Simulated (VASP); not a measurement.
# TiC (Fm-3m) in VASP: further runs, part 2 of 2

VASP 6.6.1. The steps go on from the part before.

## 5. Relaxation of cell and atoms, PBE

INCAR

```
ALGO     = Normal         # electronic algorithm
EDIFF    = 1E-6           # SCF threshold, eV
EDIFFG   = -0.01          # ionic threshold
ENCUT    = 600            # plane-wave cutoff, eV
GGA      = PE             # functional
IBRION   = 2              # ionic algorithm
ISIF     = 3              # what is computed and relaxed
ISMEAR   = 0              # smearing method
LASPH    = True           # aspherical terms in the spheres
LCHARG   = False          # write CHGCAR
LREAL    = False          # projectors in reciprocal space
LWAVE    = False          # write WAVECAR
NELM     = 100            # most SCF steps
NSW      = 100            # ionic steps
PREC     = Accurate       # precision mode
SIGMA    = 0.1            # smearing width, eV
```

KPOINTS

```
k-points
0
Gamma
  22 22 22
```

POSCAR

```
TiC
1.0
    0.0000000000      2.1663653895      2.1663653895
    2.1663653895      0.0000000000      2.1663653895
    2.1663653895      2.1663653895      0.0000000000
Ti C
1 1
Direct
    0.5000000000      0.5000000000      0.5000000000
    0.0000000000      0.0000000000      0.0000000000
```

Potentials or basis: VASP PAW PBE potentials, release 64 (Ti_sv, C).

The run is started by

```console
> cat potpaw_PBE.64/Ti_sv/POTCAR potpaw_PBE.64/C/POTCAR > POTCAR
> mpirun -np 1 vasp_std > vasp.out
```

OUTCAR:

```text
EDIFF = 1E-6
   EDIFFG = -0.01
   ENCUT = 600
   GGA = PE
   IBRION = 2
   ISIF = 3
   ISMEAR = 0
   LASPH = True
   LREAL = False
   NELM = 100
   NSW = 100
   PREC = Accurate

 ion  position               nearest neighbor table
   1  0.500  0.500  0.500-   2 2.17   2 2.17   2 2.17   2 2.17   2 2.17   2 2.17
   2  0.000  0.000  0.000-   1 2.17   1 2.17   1 2.17   1 2.17   1 2.17   1 2.17

  LATTYP: Found a face centered cubic cell.
 ALAT       =     4.3327307790

  Lattice vectors:

 A1 = (   0.0000000000,   2.1663653895,   2.1663653895)
 A2 = (   2.1663653895,   0.0000000000,   2.1663653895)
 A3 = (   2.1663653895,   2.1663653895,   0.0000000000)

Analysis of symmetry for initial positions (statically):
=====================================================================
 Subroutine PRICEL returns:
 Original cell was already a primitive cell.

 Routine SETGRP: Setting up the symmetry group for a
 face centered cubic supercell.

 Subroutine GETGRP returns: Found 48 space group operations
 (whereof 48 operations were pure point group operations)
 out of a pool of 48 trial point group operations.

The static configuration has the point symmetry O_h .

Analysis of symmetry for dynamics (positions and initial velocities):
=====================================================================
 Subroutine PRICEL returns:
 Original cell was already a primitive cell.

 Routine SETGRP: Setting up the symmetry group for a
 face centered cubic supercell.

 Subroutine GETGRP returns: Found 48 space group operations
 (whereof 48 operations were pure point group operations)
 out of a pool of 48 trial point group operations.

The dynamic configuration has the point symmetry O_h .

 Subroutine INISYM returns: Found 48 space group operations
 (whereof 48 operations are pure point group operations),
 and found     1 'primitive' translations

----------------------------------------------------------------------------------------

                                     Primitive cell

  volume of cell :      20.3341

  direct lattice vectors                    reciprocal lattice vectors
     0.000000000  2.166365390  2.166365390    -0.230801324  0.230801324  0.230801324
     2.166365390  0.000000000  2.166365390     0.230801324 -0.230801324  0.230801324
     2.166365390  2.166365390  0.000000000     0.230801324  0.230801324 -0.230801324

  length of vectors
     3.063703315  3.063703315  3.063703315     0.399759619  0.399759619  0.399759619

  position of ions in fractional coordinates (direct lattice)
     0.500000000  0.500000000  0.500000000
     0.000000000  0.000000000  0.000000000

  ion indices of the primitive-cell ions
   primitive index   ion index
                 1           1
                 2           2

----------------------------------------------------------------------------------------

 KPOINTS: k-points

Automatic generation of k-mesh.
 Grid dimensions read from file:
 generate k-points for:   22   22   22

 Generating k-lattice:

  Cartesian coordinates                     Fractional coordinates (reciprocal lattice)
    -0.010490969  0.010490969  0.010490969     0.045454545  0.000000000  0.000000000
     0.010490969 -0.010490969  0.010490969     0.000000000  0.045454545  0.000000000
     0.010490969  0.010490969 -0.010490969     0.000000000  0.000000000  0.045454545

  Length of vectors
     0.018170892  0.018170892  0.018170892

  Shift w.r.t. Gamma in fractional coordinates (k-lattice)
     0.000000000  0.000000000  0.000000000

 Subroutine IBZKPT returns following result:
 ===========================================

 Found    328 irreducible k-points:

 Following reciprocal coordinates:
            Coordinates               Weight
  0.000000  0.000000  0.000000      1.000000
  0.045455  0.000000  0.000000      8.000000
  0.090909  0.000000  0.000000      8.000000
  0.136364  0.000000  0.000000      8.000000
  0.181818  0.000000  0.000000      8.000000
  0.227273  0.000000  0.000000      8.000000
[... 16 lines left out ...]
  0.500000  0.045455  0.000000     24.000000
 -0.454545  0.045455  0.000000     24.000000
 [... further k-points ...]
   k-points           NKPTS =    328   k-points in BZ     NKDIM =    328   number of bands    NBANDS=     12
   number of dos      NEDOS =    301   number of ions     NIONS =      2
   total plane-waves  NPLWV =  13824
   dimension x,y,z NGX =    24 NGY =   24 NGZ =   24
   dimension x,y,z NGXF=    48 NGYF=   48 NGZF=   48
   ions per type =               1   1
   NGX,Y,Z   is equivalent  to a cutoff of  13.02, 13.02, 13.02 a.u.
   NGXF,Y,Z  is equivalent  to a cutoff of  26.05, 26.05, 26.05 a.u.
 SYSTEM =  unknown system
   PREC   = accura    normal or accurate (medium, high low for compatibility)
   ISTART =      0    job   : 0-new  1-cont  2-samecut
   ICHARG =      2    charge: 1-file 2-atom 10-const
   ISPIN  =      1    spin polarized calculation?
   LNONCOLLINEAR =      F non collinear calculations
   LSORBIT =      F    spin-orbit coupling
   LASPH  =      T    aspherical Exc in radial PAW
   ENCUT  =  600.0 eV  44.10 Ry    6.64 a.u.   6.12  6.12  6.12*2*pi/ulx,y,z
   NELM   =    100;   NELMIN=  2; NELMDL= -5     # of ELM steps
   EDIFF  = 0.1E-05   stopping-criterion for ELM
   LREAL  =      F    real-space projection
   EDIFFG = -.1E-01   stopping-criterion for IOM
   NSW    =    100    number of steps for IOM
   IBRION =      2    ionic relax: 0-MD 1-quasi-New 2-CG
   NFREE  =      1    steps in history (QN), initial steepest desc. (CG)
   ISIF   =      3    stress and relaxation
   ISYM   =      2    0-nonsym 1-usesym 2-fastsym
   POTIM  = 0.5000    time-step for ionic-motion
   TEBEG  =    0.0;   TEEND  =   0.0 temperature during run
   PSTRESS=    0.0 pullay stress
   NELECT =      16.0000    total number of electrons
   NUPDOWN=      -1.0000    fix difference up-down
   EMIN   =  10.00;   EMAX   =-10.00  energy-range for DOS
   EFERMI =   0.00;   METHOD = LEGACY
   ISMEAR =     0;   SIGMA  =   0.10  broadening in eV -4-tet -1-fermi 0-gaus
   EFERMI_NEDOS =   21; number of points for ismear=-14 and -15
   IALGO  =     38    algorithm
   IMIX   =      4    mixing-type and parameters
     AMIX     =   0.40;   BMIX     =  1.00
     AMIX_MAG =   1.60;   BMIX_MAG =  1.00
  volume/ion in A,a.u.               =      10.17        68.61
  Fermi-wavevector in a.u.,A,eV,Ry     =   1.511378  2.856090 31.079294  2.284264
  Thomas-Fermi vector in A             =   2.621443
   LORBIT       =      0    0 simple, 1 ext, 2 COOP (PROOUT), +10 PAW based schemes
   GGA     = PE    functional components
   LHFCALC =     F    Hartree Fock is set to
   AEXX    =    0.0000 exact exchange contribution
   IVDW    =     0    specifies the selected vdW correction
   LEPSILON=     F    determine dielectric tensor
   LRPA    =     F    only Hartree local field effects (RPA)
 conjugate gradient relaxation of ions
 non-spin polarized calculation
 Gauss-broadening in eV      SIGMA  =   0.10
  energy-cutoff  :      600.00
  volume of cell :       20.33
 maximum number of plane-waves:       700
   NGX = 13   NGY = 13   NGZ = 13

 number of electron      16.0000000 magnetization

 Free energy of the ion-electron system (eV)
  ---------------------------------------------------
  ext. energy  EPLUGINS =         0.00000000
  ---------------------------------------------------
  free energy    TOTEN  =       -18.71074869 eV

  energy without entropy =      -18.70938939  energy(sigma->0) =      -18.71006904

 E-fermi :   9.3959     XC(G=0): -12.6930

 val. band max:        9.3801672533   @ k =   0.4545   0.4091   0.0000
 cond. band min:       9.4050947157   @ k =   0.3636   0.3182   0.0455
 fundamental gap:      0.0249274624
 Fermi energy:         9.3959444345

 k-point     1 :       0.0000    0.0000    0.0000
  band No.  band energies     occupation
      1     -47.1903      2.00000
      2     -23.2153      2.00000
      3     -23.2153      2.00000
      4     -23.2153      2.00000
      5      -2.9904      2.00000
      6      10.0947      0.00000
      7      10.0947      0.00000
      8      10.0947      0.00000
      9      11.0778      0.00000
     10      11.0778      0.00000
     11      11.0778      0.00000
     12      11.1122      0.00000
[... 331 lines left out ...]
 k-point    24 :      -0.4545    0.0455    0.0000
  band No.  band energies     occupation
      1     -47.1178      2.00000
      2     -23.7014      2.00000
      3     -23.2710      2.00000
      4     -23.2632      2.00000
      5       0.4006      2.00000
      6       3.6939      2.00000
      7       6.5350      2.00000
      8       6.5405      2.00000
      9      12.2528      0.00000
     10      12.2928      0.00000
     11      13.4331      0.00000
     12      17.1741      0.00000

 [... further k-points ...]
[... 5 lines left out ...]
  --------------------------------------------------------------------------------------
  -------------------------------------------------------------------------------------
  Total        0.0163131      0.0163131      0.0163131     -0.0000000      0.0000000      0.0000000
  in kB        1.2853529      1.2853529      1.2853529     -0.0000000      0.0000000      0.0000000
  external PRESSURE =       1.2853529 kB  Pullay stress =       0.0000000 kB

 VOLUME and BASIS-vectors are now :
 -----------------------------------------------------------------------------
  energy-cutoff  :      600.00
  volume of cell :       20.33
      direct lattice vectors                 reciprocal lattice vectors
     0.000000000  2.166365390  2.166365390    -0.230801324  0.230801324  0.230801324
     2.166365390  0.000000000  2.166365390     0.230801324 -0.230801324  0.230801324
     2.166365390  2.166365390  0.000000000     0.230801324  0.230801324 -0.230801324

 POSITION                                       TOTAL-FORCE (eV/Angst)
 -----------------------------------------------------------------------------------
      2.16637      2.16637      2.16637         0.000000      0.000000     -0.000000
      0.00000      0.00000      0.00000        -0.000000     -0.000000      0.000000
 -----------------------------------------------------------------------------------
    total drift:                                0.000000     -0.000000      0.000000

  FREE ENERGIE OF THE ION-ELECTRON SYSTEM (eV)
  ---------------------------------------------------
  free  energy   TOTEN  =       -18.7107486884 eV

  energy  without entropy=      -18.7093893926  energy(sigma->0) =      -18.71006904

 reached required accuracy - stopping structural energy minimisation
```

Wall time 1.8 min (1 thread of Intel Xeon 8259CL, shared host); peak memory 0.23 GiB.

What came out:

```
Free energy             : -18.7107 eV
Pressure after relaxing : 0.1 GPa
Band gap on the k mesh  : zero (bands 8 and 9 overlap by 1.10 eV)
```

Final structure:
```
Ti C
1.0
     0.00000    2.16637    2.16637
     2.16637    0.00000    2.16637
     2.16637    2.16637    0.00000
Ti C
1 1
Direct
  0.50000 0.50000 0.50000
  0.00000 0.00000 0.00000
```

Levels at points of the mesh, in eV from the Fermi level:
```tsv
k point	band 4	band 5	band 6	band 7	band 8	band 9	band 10	band 11	band 12
(0.00, 0.00, 0.00)	-32.61	-12.39	0.70	0.70	0.70	1.68	1.68	1.68	1.72
(0.50, 0.00, 0.00)	-32.66	-8.91	-5.83	-2.88	-2.88	2.92	2.92	4.10	8.22
(0.50, 0.50, 0.00)	-32.78	-10.10	-3.42	-1.61	-0.03	-0.03	2.71	3.52	3.52
```

Caveat: the relaxation stopped at its first step, so nothing moved.

## 6. Overview

```csv
task,spin,cell,k mesh,cutoff (eV),gap on the mesh (eV),pressure (GPa)
single point,off,as given,6 × 6 × 6,520,none,0.2
single point,collinear,as given,6 × 6 × 6,520,none,0.2
single point,off,as given,22 × 22 × 22,520,none,0.2
relaxation of cell and atoms,off,relaxed,22 × 22 × 22,600,none,0.1
```

Alike in all rows: level PBE; potentials or basis VASP PAW PBE potentials, release 64 (Ti_sv, C); smearing gaussian 0.1 eV.

Caveats: some runs use coarse meshes; the relaxation stopped at its first step, so nothing moved (at least some runs).

Total energies depend on the potentials used, so only differences within one code and one set of settings carry meaning.

The gap in the log of VASP goes by the Fermi energy; the results here count the filled bands.